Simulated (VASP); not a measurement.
# BN (R3m) in VASP: further runs

Runs on BN. Level: PBEsol. Tasks: electric field gradients.

Everything below comes from runs of VASP 6.6.1. Logs are shortened: lines on timing, memory, paths and dates and some standing lists are left out, and cuts for length are marked.

## 1. The cell of the first run

It takes space group R3m (No. 160, trigonal). The conventional cell has a = 2.595 Å, b = 2.595 Å, c = 6.074 Å, α = 90.00°, β = 90.00°, γ = 120.00°. Within 2.0 Å of B (site symmetry 3m) lie 4 N at 1.52 to 1.58 Å. N (site symmetry 3m) has 4 B at 1.52 to 1.58 Å within 2.0 Å.

## 2. Electric field gradients, PBEsol (equal xy, yz and zx shear strains of -3 %)

INCAR

```
ALGO = Normal
EDIFF = 1E-8
ENCUT = 520
GGA = PS
ISIF = 2
ISMEAR = -1
LASPH = True
LCHARG = False
LEFG = True
LREAL = False
LWAVE = False
NBANDS = 11
NELM = 60
PREC = Accurate
SIGMA = 0.03
```

KPOINTS

```
k-points
0
Gamma
  13 13 13
```

POSCAR

```
BN
1.0
   -0.0542250000      1.7803875000      1.7803875000
    1.7803875000     -0.0542250000      1.7803875000
    1.7803875000      1.7803875000     -0.0542250000
B N
1 1
Direct
    0.0000000000      0.0000000000      0.0000000000
    0.7500000000      0.7500000000      0.7500000000
```

Potentials or basis: VASP PAW PBE potentials, release 64 (B, N).

On the command line:

```console
> cat potpaw_PBE.64/B/POTCAR potpaw_PBE.64/N/POTCAR > POTCAR
> mpirun -np 1 vasp_std > vasp.out
```

OUTCAR:

```text
EDIFF = 1E-8
   ENCUT = 520
   GGA = PS
   ISIF = 2
   ISMEAR = -1
   LASPH = True
   LREAL = False
   NELM = 60
   PREC = Accurate

 ion  position               nearest neighbor table
   1  0.000  0.000  0.000-   2 1.52   2 1.58   2 1.58   2 1.58
   2  0.750  0.750  0.750-   1 1.52   1 1.58   1 1.58   1 1.58

  LATTYP: Found a trigonal (rhomboedric) cell.
 ALAT       =     2.5184319826
 COS(alpha) =     0.4693254694

  Lattice vectors:

 A1 = (  -0.0542250000,   1.7803875000,   1.7803875000)
 A2 = (   1.7803875000,  -0.0542250000,   1.7803875000)
 A3 = (   1.7803875000,   1.7803875000,  -0.0542250000)

Analysis of symmetry for initial positions (statically):
=====================================================================
 Subroutine PRICEL returns:
 Original cell was already a primitive cell.

 Routine SETGRP: Setting up the symmetry group for a
 trigonal (rhombohedral) supercell.

 Subroutine GETGRP returns: Found  6 space group operations
 (whereof  6 operations were pure point group operations)
 out of a pool of 12 trial point group operations.

The static configuration has the point symmetry C_3v.

Analysis of symmetry for dynamics (positions and initial velocities):
=====================================================================
 Subroutine PRICEL returns:
 Original cell was already a primitive cell.

 Routine SETGRP: Setting up the symmetry group for a
 trigonal (rhombohedral) supercell.

 Subroutine GETGRP returns: Found  6 space group operations
 (whereof  6 operations were pure point group operations)
 out of a pool of 12 trial point group operations.

The dynamic configuration has the point symmetry C_3v.

 Subroutine INISYM returns: Found  6 space group operations
 (whereof  6 operations are pure point group operations),
 and found     1 'primitive' translations

----------------------------------------------------------------------------------------

                                     Primitive cell

  volume of cell :      11.8024

  direct lattice vectors                    reciprocal lattice vectors
    -0.054225000  1.780387500  1.780387500    -0.268322625  0.276751608  0.276751608
     1.780387500 -0.054225000  1.780387500     0.276751608 -0.268322625  0.276751608
     1.780387500  1.780387500 -0.054225000     0.276751608  0.276751608 -0.268322625

  length of vectors
     2.518431983  2.518431983  2.518431983     0.474531280  0.474531280  0.474531280

  position of ions in fractional coordinates (direct lattice)
     0.000000000  0.000000000  0.000000000
     0.750000000  0.750000000  0.750000000

  ion indices of the primitive-cell ions
   primitive index   ion index
                 1           1
                 2           2

----------------------------------------------------------------------------------------

 KPOINTS: k-points

Automatic generation of k-mesh.
 Grid dimensions read from file:
 generate k-points for:   13   13   13

 Generating k-lattice:

  Cartesian coordinates                     Fractional coordinates (reciprocal lattice)
    -0.020640202  0.021288585  0.021288585     0.076923077 -0.000000000 -0.000000000
     0.021288585 -0.020640202  0.021288585    -0.000000000  0.076923077 -0.000000000
     0.021288585  0.021288585 -0.020640202    -0.000000000 -0.000000000  0.076923077

  Length of vectors
     0.036502406  0.036502406  0.036502406

  Shift w.r.t. Gamma in fractional coordinates (k-lattice)
     0.000000000  0.000000000  0.000000000

 Subroutine IBZKPT returns following result:
 ===========================================

 Found    231 irreducible k-points:

 Following reciprocal coordinates:
            Coordinates               Weight
  0.000000  0.000000  0.000000      1.000000
  0.076923  0.000000  0.000000      6.000000
  0.153846  0.000000  0.000000      6.000000
  0.230769  0.000000  0.000000      6.000000
  0.307692  0.000000  0.000000      6.000000
  0.384615  0.000000  0.000000      6.000000
[... 16 lines left out ...]
  0.384615  0.153846  0.000000     12.000000
  0.461538  0.153846  0.000000     12.000000
 [... further k-points ...]
   k-points           NKPTS =    231   k-points in BZ     NKDIM =    231   number of bands    NBANDS=     11
   number of dos      NEDOS =    301   number of ions     NIONS =      2
   total plane-waves  NPLWV =   8000
   dimension x,y,z NGX =    20 NGY =   20 NGZ =   20
   dimension x,y,z NGXF=    40 NGYF=   40 NGZF=   40
   ions per type =               1   1
   NGX,Y,Z   is equivalent  to a cutoff of  13.20, 13.20, 13.20 a.u.
   NGXF,Y,Z  is equivalent  to a cutoff of  26.40, 26.40, 26.40 a.u.
 SYSTEM =  unknown system
   PREC   = accura    normal or accurate (medium, high low for compatibility)
   ISTART =      0    job   : 0-new  1-cont  2-samecut
   ICHARG =      2    charge: 1-file 2-atom 10-const
   ISPIN  =      1    spin polarized calculation?
   LNONCOLLINEAR =      F non collinear calculations
   LSORBIT =      F    spin-orbit coupling
   LASPH  =      T    aspherical Exc in radial PAW
   ENCUT  =  520.0 eV  38.22 Ry    6.18 a.u.   4.68  4.68  4.68*2*pi/ulx,y,z
   NELM   =     60;   NELMIN=  2; NELMDL= -5     # of ELM steps
   EDIFF  = 0.1E-07   stopping-criterion for ELM
   LREAL  =      F    real-space projection
   EDIFFG = 0.1E-06   stopping-criterion for IOM
   NSW    =      0    number of steps for IOM
   IBRION =     -1    ionic relax: 0-MD 1-quasi-New 2-CG
   NFREE  =      0    steps in history (QN), initial steepest desc. (CG)
   ISIF   =      2    stress and relaxation
   ISYM   =      2    0-nonsym 1-usesym 2-fastsym
   POTIM  = 0.5000    time-step for ionic-motion
   TEBEG  =    0.0;   TEEND  =   0.0 temperature during run
   PSTRESS=    0.0 pullay stress
   NELECT =       8.0000    total number of electrons
   NUPDOWN=      -1.0000    fix difference up-down
   EMIN   =  10.00;   EMAX   =-10.00  energy-range for DOS
   EFERMI =   0.00;   METHOD = LEGACY
   ISMEAR =    -1;   SIGMA  =   0.03  broadening in eV -4-tet -1-fermi 0-gaus
   EFERMI_NEDOS =   21; number of points for ismear=-14 and -15
   IALGO  =     38    algorithm
   IMIX   =      4    mixing-type and parameters
     AMIX     =   0.40;   BMIX     =  1.00
     AMIX_MAG =   1.60;   BMIX_MAG =  1.00
  volume/ion in A,a.u.               =       5.90        39.82
  Fermi-wavevector in a.u.,A,eV,Ry     =   1.438076  2.717570 28.137710  2.068063
  Thomas-Fermi vector in A             =   2.557083
   LORBIT       =      0    0 simple, 1 ext, 2 COOP (PROOUT), +10 PAW based schemes
   GGA     = PS    functional components
   LHFCALC =     F    Hartree Fock is set to
   AEXX    =    0.0000 exact exchange contribution
   IVDW    =     0    specifies the selected vdW correction
   LEPSILON=     F    determine dielectric tensor
   LRPA    =     F    only Hartree local field effects (RPA)
 non-spin polarized calculation
  energy-cutoff  :      520.00
  volume of cell :       11.80
 maximum number of plane-waves:       325
   NGX =  9   NGY =  9   NGZ =  9

 number of electron       8.0000000 magnetization

 Free energy of the ion-electron system (eV)
  ---------------------------------------------------
  ext. energy  EPLUGINS =         0.00000000
  ---------------------------------------------------
  free energy    TOTEN  =       -18.29998886 eV

  energy without entropy =      -18.29998886  energy(sigma->0) =      -18.29998886

 E-fermi :   8.0904     XC(G=0): -13.0185

 val. band max:        7.4464786528   @ k =   0.0000   0.0000   0.0000
 cond. band min:      11.6724517865   @ k =   0.4615   0.4615   0.0000
 fundamental gap:      4.2259731337
 Fermi energy:         8.0904163861

 k-point     1 :       0.0000    0.0000    0.0000
  band No.  band energies     occupation
      1     -12.8962      2.00000
      2       7.3245      2.00000
      3       7.3245      2.00000
      4       7.4465      2.00000
      5      15.7351      0.00000
      6      15.7351      0.00000
      7      16.2082      0.00000
      8      18.4545      0.00000
      9      31.8966      0.00000
     10      35.0834      0.00000
     11      35.0834      0.00000

 k-point     2 :       0.0769    0.0000    0.0000
  band No.  band energies     occupation
      1     -12.7545      2.00000
      2       6.5016      2.00000
      3       7.1850      2.00000
      4       7.2882      2.00000
      5      15.9627      0.00000
      6      15.9796      0.00000
      7      16.6483      0.00000
      8      18.7182      0.00000
      9      31.6737      0.00000
     10      32.7740      0.00000
     11      33.4308      0.00000

 k-point     3 :       0.1538    0.0000    0.0000
  band No.  band energies     occupation
      1     -12.3338      2.00000
      2       4.5827      2.00000
      3       6.8363      2.00000
      4       6.9056      2.00000
      5      16.3955      0.00000
      6      16.5189      0.00000
      7      17.5367      0.00000
      8      19.5242      0.00000
      9      31.0872      0.00000
     10      31.1365      0.00000
     11      32.1636      0.00000

 k-point     4 :       0.2308    0.0000    0.0000
  band No.  band energies     occupation
      1     -11.6501      2.00000
      2       2.3041      2.00000
      3       6.4155      2.00000
      4       6.4379      2.00000
      5      16.8116      0.00000
      6      17.1173      0.00000
      7      18.2272      0.00000
      8      20.6041      0.00000
      9      30.4188      0.00000
     10      30.5636      0.00000
     11      31.7263      0.00000
[... 239 lines left out ...]
 k-point    22 :       0.3077    0.1538    0.0000
  band No.  band energies     occupation
      1     -10.8627      2.00000
      2       1.6334      2.00000
      3       4.9813      2.00000
      4       5.2803      2.00000
      5      15.4866      0.00000
      6      18.9783      0.00000
      7      19.6241      0.00000
      8      20.5605      0.00000
      9      26.4863      0.00000
     10      33.5027      0.00000
     11      35.2523      0.00000

 k-point    23 :       0.3846    0.1538    0.0000
  band No.  band energies     occupation
      1      -9.9191      2.00000
      2      -0.4006      2.00000
      3       4.6782      2.00000
      4       4.8022      2.00000
      5      15.9894      0.00000
      6      19.2918      0.00000
      7      20.0215      0.00000
      8      20.8448      0.00000
      9      27.3332      0.00000
     10      33.3172      0.00000
     11      35.2593      0.00000

 k-point    24 :       0.4615    0.1538    0.0000
  band No.  band energies     occupation
      1      -8.9486      2.00000
      2      -2.0892      2.00000
      3       4.1741      2.00000
      4       4.7114      2.00000
      5      16.3709      0.00000
      6      19.2984      0.00000
      7      20.2057      0.00000
      8      21.6337      0.00000
      9      27.9175      0.00000
     10      33.3753      0.00000
     11      35.0382      0.00000

 [... further k-points ...]

------------------------ aborting loop because EDIFF is reached ----------------------------------------

  FORCE on cell =-STRESS in cart. coord.  units (eV):
  Direction    XX          YY          ZZ          XY          YZ          ZX
  --------------------------------------------------------------------------------------
  -------------------------------------------------------------------------------------
  Total       -0.0783860     -0.0783860     -0.0783860      1.0371983      1.0371983      1.0371983
  in kB      -10.6409535    -10.6409535    -10.6409535    140.8003198    140.8003198    140.8003198
  external PRESSURE =     -10.6409535 kB  Pullay stress =       0.0000000 kB

 VOLUME and BASIS-vectors are now :
 -----------------------------------------------------------------------------
  energy-cutoff  :      520.00
  volume of cell :       11.80
      direct lattice vectors                 reciprocal lattice vectors
    -0.054225000  1.780387500  1.780387500    -0.268322625  0.276751608  0.276751608
     1.780387500 -0.054225000  1.780387500     0.276751608 -0.268322625  0.276751608
     1.780387500  1.780387500 -0.054225000     0.276751608  0.276751608 -0.268322625

 POSITION                                       TOTAL-FORCE (eV/Angst)
 -----------------------------------------------------------------------------------
      0.00000      0.00000      0.00000         0.131496      0.131496      0.131496
      2.62991      2.62991      2.62991        -0.131496     -0.131496     -0.131496
 -----------------------------------------------------------------------------------
    total drift:                                0.000016      0.000016      0.000016

  FREE ENERGIE OF THE ION-ELECTRON SYSTEM (eV)
  ---------------------------------------------------
  free  energy   TOTEN  =       -18.2999888627 eV

  energy  without entropy=      -18.2999888627  energy(sigma->0) =      -18.29998886

 Electric field gradients (V/A^2)
---------------------------------------------------------------------
 ion       V_xx      V_yy      V_zz      V_xy      V_xz      V_yz
---------------------------------------------------------------------
   1       0.000    -0.000    -0.000    -1.926    -1.926    -1.926
   2       0.000     0.000    -0.000    -4.946    -4.946    -4.946
---------------------------------------------------------------------

 Electric field gradients after diagonalization (V/A^2)
 (convention: |V_zz| > |V_xx| > |V_yy|)
----------------------------------------------------------------------
 ion       V_xx      V_yy      V_zz     asymmetry (V_yy - V_xx)/ V_zz
----------------------------------------------------------------------
   1       1.926     1.926    -3.851       0.000
   2       4.946     4.946    -9.892       0.000
----------------------------------------------------------------------

           NMR quadrupolar parameters

 Cq : quadrupolar parameter    Cq=e*Q*V_zz/h
 eta: asymmetry parameters     (V_yy - V_xx)/ V_zz
 Q  : nuclear electric quadrupole moment in mb (millibarn)
----------------------------------------------------------------------
 ion       Cq(MHz)       eta       Q (mb)
----------------------------------------------------------------------
   1      -0.009       0.000       1.000
   2      -0.024       0.000       1.000
----------------------------------------------------------------------
```

Wall time 49 s (1 thread of Intel Xeon 8259CL, shared host); peak memory 0.14 GiB.

Results:

```yaml
Free_energy: -18.3000 eV
Pressure: -1.1 GPa
Largest_force: 0.228 eV/Å
Band_gap_on_the_k_mesh: 4.23 eV (least direct gap 8.29 eV)
Largest_electric_field_gradient_by_atom: B -3.9; N -9.9 V/Å²
```

Forces in eV/Å, atoms in the order of the input:
```
B    0.131  0.131  0.131
N   -0.131 -0.131 -0.131
```

Stress tensor (GPa, compression positive):
```
-1.06 14.08 14.08
14.08 -1.06 14.08
14.08 14.08 -1.06
```

Electric field gradients, principal values (V/Å²):
```
atom  least  middle  greatest (by size)
 1 B  1.926   1.926              -3.851
 2 N  4.946   4.946              -9.892
```

Caveat: the cell differs from its parent crystal (equal xy, yz and zx shear strains of -3 %); without QUAD_EFG the Cq values of the log hold for a quadrupole moment of 1 mb, not for the nuclei; the PAW data sets were made with another functional, which shifts forces and pressure a little; an odd mesh through Γ misses points on the zone boundary, where band edges can lie.

## 3. Electric field gradients, PBEsol (equal xy, yz and zx shear strains of -1 %)

INCAR

```
  PREC = Accurate
  ENCUT = 520
  EDIFF = 1E-8
  ISMEAR = -1
  SIGMA = 0.03
  LREAL = F
  LASPH = T
  NELM = 80
  ALGO = Normal
  ISIF = 2
  LWAVE = F
  LCHARG = F
  GGA = PS
  LEFG = T
  NBANDS = 11
```

KPOINTS

```
Automatic mesh
0
Gamma
  13 13 13
```

POSCAR

```
BN
1.0
   -0.0180750000      1.7984625000      1.7984625000
    1.7984625000     -0.0180750000      1.7984625000
    1.7984625000      1.7984625000     -0.0180750000
B N
1 1
Direct
    0.0000000000      0.0000000000      0.0000000000
    0.7500000000      0.7500000000      0.7500000000
```

Potentials or basis: VASP PAW PBE potentials, release 64 (B, N).

On the command line:

```console
> cat potpaw_PBE.64/B/POTCAR potpaw_PBE.64/N/POTCAR > POTCAR
> mpirun -np 1 vasp_std > vasp.out
```

OUTCAR:

```text
PREC = Accurate
   ENCUT = 520
   EDIFF = 1E-8
   ISMEAR = -1
   LREAL = F
   LASPH = T
   NELM = 80
   ISIF = 2
   GGA = PS

 ion  position               nearest neighbor table
   1  0.000  0.000  0.000-   2 1.55   2 1.57   2 1.57   2 1.57
   2  0.750  0.750  0.750-   1 1.55   1 1.57   1 1.57   1 1.57

  LATTYP: Found a trigonal (rhomboedric) cell.
 ALAT       =     2.5434742840
 COS(alpha) =     0.4899250057

  Lattice vectors:

 A1 = (  -0.0180750000,   1.7984625000,   1.7984625000)
 A2 = (   1.7984625000,  -0.0180750000,   1.7984625000)
 A3 = (   1.7984625000,   1.7984625000,  -0.0180750000)

Analysis of symmetry for initial positions (statically):
=====================================================================
 Subroutine PRICEL returns:
 Original cell was already a primitive cell.

 Routine SETGRP: Setting up the symmetry group for a
 trigonal (rhombohedral) supercell.

[... 524 lines left out ...]
      direct lattice vectors                 reciprocal lattice vectors
    -0.018075000  1.798462500  1.798462500    -0.273858782  0.276639074  0.276639074
     1.798462500 -0.018075000  1.798462500     0.276639074 -0.273858782  0.276639074
     1.798462500  1.798462500 -0.018075000     0.276639074  0.276639074 -0.273858782

 POSITION                                       TOTAL-FORCE (eV/Angst)
 -----------------------------------------------------------------------------------
      0.00000      0.00000      0.00000         0.029272      0.029272      0.029272
      2.68414      2.68414      2.68414        -0.029272     -0.029272     -0.029272
 -----------------------------------------------------------------------------------
    total drift:                                0.000006      0.000006      0.000006

  FREE ENERGIE OF THE ION-ELECTRON SYSTEM (eV)
  ---------------------------------------------------
  free  energy   TOTEN  =       -18.3414579371 eV

  energy  without entropy=      -18.3414579371  energy(sigma->0) =      -18.34145794

 Electric field gradients (V/A^2)
---------------------------------------------------------------------
 ion       V_xx      V_yy      V_zz      V_xy      V_xz      V_yz
---------------------------------------------------------------------
   1      -0.000     0.000     0.000    -0.631    -0.631    -0.631
   2      -0.000     0.000     0.000    -1.641    -1.641    -1.641
---------------------------------------------------------------------

 Electric field gradients after diagonalization (V/A^2)
 (convention: |V_zz| > |V_xx| > |V_yy|)
----------------------------------------------------------------------
 ion       V_xx      V_yy      V_zz     asymmetry (V_yy - V_xx)/ V_zz
----------------------------------------------------------------------
   1       0.631     0.631    -1.261       0.000
   2       1.641     1.641    -3.283       0.000
----------------------------------------------------------------------

           NMR quadrupolar parameters

 Cq : quadrupolar parameter    Cq=e*Q*V_zz/h
 eta: asymmetry parameters     (V_yy - V_xx)/ V_zz
 Q  : nuclear electric quadrupole moment in mb (millibarn)
----------------------------------------------------------------------
 ion       Cq(MHz)       eta       Q (mb)
----------------------------------------------------------------------
   1      -0.003       0.000       1.000
   2      -0.008       0.000       1.000
----------------------------------------------------------------------
```

Wall time 37 s (1 thread of Intel Xeon 8259CL, shared host); peak memory 0.14 GiB.

What came out:

```yaml
Free_energy: -18.3415 eV
Pressure: -2.2 GPa
Largest_force: 0.051 eV/Å
Band_gap_on_the_k_mesh: 4.31 eV (least direct gap 8.59 eV)
Largest_electric_field_gradient_by_atom: B -1.3; N -3.3 V/Å²
```

Forces on the atoms (eV/Å):
```
B    0.029  0.029  0.029
N   -0.029 -0.029 -0.029
```

Stress tensor (GPa, compression positive):
```
-2.21  4.59  4.59
 4.59 -2.21  4.59
 4.59  4.59 -2.21
```

Electric field gradients, principal values (V/Å²):
| atom | least | middle | greatest (by size) |
| --- | --- | --- | --- |
| 1 B | 0.631 | 0.631 | -1.261 |
| 2 N | 1.641 | 1.641 | -3.283 |

Caveat: the cell differs from its parent crystal (equal xy, yz and zx shear strains of -1 %); without QUAD_EFG the Cq values of the log hold for a quadrupole moment of 1 mb, not for the nuclei; the PAW data sets were made with another functional, which shifts forces and pressure a little; an odd mesh through Γ misses points on the zone boundary, where band edges can lie.

[end of part 1 of 3]
